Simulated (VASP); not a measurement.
# Hg (Im-3m) in VASP: a series of runs, part 2 of 2

VASP 6.6.1. The steps go on from the part before.

## 3. Single point, PBE (24.74 Å³/atom)

This run uses another cell than the first one, of 24.74 Å³/atom.

INCAR reads:

```
ALGO = Normal
EDIFF = 1E-6
ENCUT = 500
GGA = PE
GGA_COMPAT = F
ISIF = 2
ISMEAR = -1
LASPH = T
LCHARG = T
LELF = T
LREAL = F
LVHAR = T
LWAVE = F
NBANDS = 12
NELM = 120
PREC = Accurate
SIGMA = 0.1
```

KPOINTS reads:

```
k-points
0
Gamma
  14 14 14
```

POSCAR reads:

```
Hg
1.0
   -1.8355985296      1.8355985296      1.8355985296
    1.8355985296     -1.8355985296      1.8355985296
    1.8355985296      1.8355985296     -1.8355985296
Hg
1
Direct
    0.0000000000      0.0000000000      0.0000000000
```

Potentials or basis: VASP PAW PBE potentials, release 64 (Hg).

Started as:

```bash
$ cat potpaw_PBE.64/Hg/POTCAR > POTCAR
$ mpirun -np 1 vasp_std > vasp.out
```

OUTCAR:

```text
EDIFF = 1E-6
   ENCUT = 500
   GGA = PE
   ISIF = 2
   ISMEAR = -1
   LASPH = T
   LREAL = F
   NELM = 120
   PREC = Accurate

 ion  position               nearest neighbor table
   1  0.000  0.000  0.000-

  LATTYP: Found a body centered cubic cell.
 ALAT       =     3.6711970592

  Lattice vectors:

 A1 = (  -1.8355985296,   1.8355985296,   1.8355985296)
 A2 = (   1.8355985296,  -1.8355985296,   1.8355985296)
 A3 = (   1.8355985296,   1.8355985296,  -1.8355985296)

Analysis of symmetry for initial positions (statically):
=====================================================================
 Subroutine PRICEL returns:
 Original cell was already a primitive cell.

 Routine SETGRP: Setting up the symmetry group for a
 body centered cubic supercell.

 Subroutine GETGRP returns: Found 48 space group operations
 (whereof 48 operations were pure point group operations)
 out of a pool of 48 trial point group operations.

The static configuration has the point symmetry O_h .

Analysis of symmetry for dynamics (positions and initial velocities):
=====================================================================
 Subroutine PRICEL returns:
[... 159 lines left out ...]
 Fermi energy:         2.2816242433

 k-point     1 :       0.0000    0.0000    0.0000
  band No.  band energies     occupation
      1      -6.2788      2.00000
      2      -4.5798      2.00000
      3      -4.5798      2.00000
      4      -4.5798      2.00000
      5      -3.7610      2.00000
      6      -3.7610      2.00000
      7      17.4219      0.00000
      8      17.4219      0.00000
      9      17.4219      0.00000
     10      18.0501      0.00000
     11      18.0501      0.00000
     12      18.0501      0.00000
[... 331 lines left out ...]
 k-point    24 :       0.3571    0.2857    0.0000
  band No.  band energies     occupation
      1      -5.0348      2.00000
      2      -4.5083      2.00000
      3      -4.2470      2.00000
      4      -3.7400      2.00000
      5      -3.6228      2.00000
      6       1.5232      1.99898
      7       3.7208      0.00000
      8       5.4103      0.00000
      9      12.0567      0.00000
     10      19.0457      0.00000
     11      19.9777      0.00000
     12      21.5297      0.00000

 [... further k-points ...]
[... 5 lines left out ...]
  --------------------------------------------------------------------------------------
  -------------------------------------------------------------------------------------
  Total        0.5741792      0.5741792      0.5741792      0.0000000     -0.0000000     -0.0000000
  in kB       37.1847555     37.1847555     37.1847555      0.0000000     -0.0000000     -0.0000000
  external PRESSURE =      37.1847555 kB  Pullay stress =       0.0000000 kB

 VOLUME and BASIS-vectors are now :
 -----------------------------------------------------------------------------
  energy-cutoff  :      500.00
  volume of cell :       24.74
      direct lattice vectors                 reciprocal lattice vectors
    -1.835598530  1.835598530  1.835598530     0.000000000  0.272390717  0.272390717
     1.835598530 -1.835598530  1.835598530     0.272390717  0.000000000  0.272390717
     1.835598530  1.835598530 -1.835598530     0.272390717  0.272390717  0.000000000

 POSITION                                       TOTAL-FORCE (eV/Angst)
 -----------------------------------------------------------------------------------
      0.00000      0.00000      0.00000        -0.000000      0.000000     -0.000000
 -----------------------------------------------------------------------------------
    total drift:                                0.000000      0.000000      0.000000

  FREE ENERGIE OF THE ION-ELECTRON SYSTEM (eV)
  ---------------------------------------------------
  free  energy   TOTEN  =        -0.1396812573 eV

  energy  without entropy=       -0.1305688781  energy(sigma->0) =       -0.13512507
```

OSZICAR:

```text
N       E                     dE             d eps       ncg     rms          rms(c)
DAV:   1     0.691414876117E+02    0.69141E+02   -0.65394E+03  2704   0.932E+02
DAV:   2     0.104164535644E+01   -0.68100E+02   -0.63783E+02  2768   0.220E+02
DAV:   3    -0.164320295968E+00   -0.12060E+01   -0.12053E+01  2924   0.323E+01
DAV:   4    -0.165404953626E+00   -0.10847E-02   -0.10846E-02  2776   0.102E+00
DAV:   5    -0.165406412670E+00   -0.14590E-05   -0.14590E-05  2856   0.363E-02    0.315E+00
DAV:   6    -0.141227180424E+00    0.24179E-01   -0.60745E-02  2888   0.278E+00    0.237E+00
DAV:   7    -0.139591771890E+00    0.16354E-02   -0.89842E-03  2844   0.941E-01    0.102E+00
DAV:   8    -0.139654138717E+00   -0.62367E-04   -0.95499E-04  2612   0.387E-01    0.390E-02
DAV:   9    -0.139674920007E+00   -0.20781E-04   -0.10115E-05  2816   0.307E-02    0.157E-02
DAV:  10    -0.139681320765E+00   -0.64008E-05   -0.63145E-06  2600   0.253E-02    0.730E-04
DAV:  11    -0.139681257279E+00    0.63486E-07   -0.31069E-08  1348   0.123E-03
   1 F= -.13968126E+00 E0= -.13512507E+00  d E =-.911238E-02
```

It took 33 s on 1 thread of Intel Xeon 8259CL, shared host; peak memory 0.16 GiB.

Results:

| Property | Result |
| --- | --- |
| Free energy | -0.1397 eV |
| Pressure | 3.7 GPa |
| Band gap on the k mesh | zero (bands 6 and 7 overlap by 4.08 eV) |

Caveat: the cell stands under pressure; spin-orbit coupling is left out, which moves the levels of the heavy elements.

## 4. Relaxation of cell and atoms, PBE

This run uses another cell than the first one, of 29.55 Å³/atom.

INCAR reads:

```
SYSTEM = Hg
PREC = Accurate
ENCUT = 500
EDIFF = 1E-7
ISMEAR = -1
SIGMA = 0.1
LREAL = .False.
LASPH = .True.
NELM = 120
ALGO = Normal
ISIF = 3
LWAVE = .False.
LCHARG = .False.
GGA = PE
IBRION = 2
NSW = 60
EDIFFG = -0.005
GGA_COMPAT = .False.
NELMIN = 4
```

KPOINTS reads:

```
Automatic mesh
0
Gamma
  14 14 14
  0 0 0
```

POSCAR reads:

```
Hg
1.0
   -1.9475973037      1.9475973037      1.9475973037
    1.9475973037     -1.9475973037      1.9475973037
    1.9475973037      1.9475973037     -1.9475973037
Hg
1
Direct
    0.0000000000      0.0000000000      0.0000000000
```

Started as:

```bash
$ cat potpaw_PBE.64/Hg/POTCAR > POTCAR
$ mpirun -np 1 vasp_std > vasp.out
```

Wall time 1.8 min (1 thread of Intel Xeon 8259CL, shared host); peak memory 0.18 GiB.

It converged, with:

| Property | Result |
| --- | --- |
| Free energy | -0.1841 eV |
| Relaxed volume | 29.38 Å³/atom |
| Relaxed cell | a = 3.367 Å, b = 3.367 Å, c = 3.367 Å, α = 109.47°, β = 109.47°, γ = 109.47° |
| Space group after relaxing (to 0.1 Å) | Im-3m (No. 229) |
| Energy gained by relaxing | 0.0 meV/atom |
| Ionic steps | 3 |
| Pressure after relaxing | 0.0 GPa |
| Band gap on the k mesh | zero (bands 6 and 7 overlap by 2.27 eV) |

Final structure:
```
Hg
1.0
    -1.94376    1.94376    1.94376
     1.94376   -1.94376    1.94376
     1.94376    1.94376   -1.94376
Hg
1
Direct
  0.00000 0.00000 0.00000
```

Levels at points of the mesh, in eV from the Fermi level:
```csv
k point,band 3,band 4,band 5,band 6,band 7,band 8,band 9,band 10
"(0.00, 0.00, 0.00)",-6.48,-6.48,-5.90,-5.90,13.54,13.54,13.54,14.45
"(0.50, 0.00, 0.00)",-5.95,-5.88,-5.49,-1.68,-0.53,8.32,9.41,12.68
"(0.50, 0.50, 0.50)",-5.59,-5.59,-5.59,1.74,3.76,3.76,3.76,9.05
```

Caveat: spin-orbit coupling is left out, which moves the levels of the heavy elements.

## 5. Summary

```tsv
task	cell	gap on the mesh (eV)	pressure (GPa)
single point	a = 2.572 Å, angles 109.5°, 1 atom	none	184.4
single point	a = 3.179 Å, angles 109.5°, 1 atom	none	3.7
relaxation of cell and atoms	relaxed from a = 3.373 Å, angles 109.5°, 1 atom	none	0.0
```

Alike in all rows: level PBE; potentials or basis VASP PAW PBE potentials, release 64 (Hg); no spin polarisation; k mesh 14 × 14 × 14; cutoff (eV) 500; smearing fermi-dirac 0.1 eV.

Caveats: spin-orbit coupling is left out, which moves the levels of the heavy elements; the cell stands under pressure (at least some runs).

Total energies depend on the potentials used, so only differences within one code and one set of settings carry meaning.
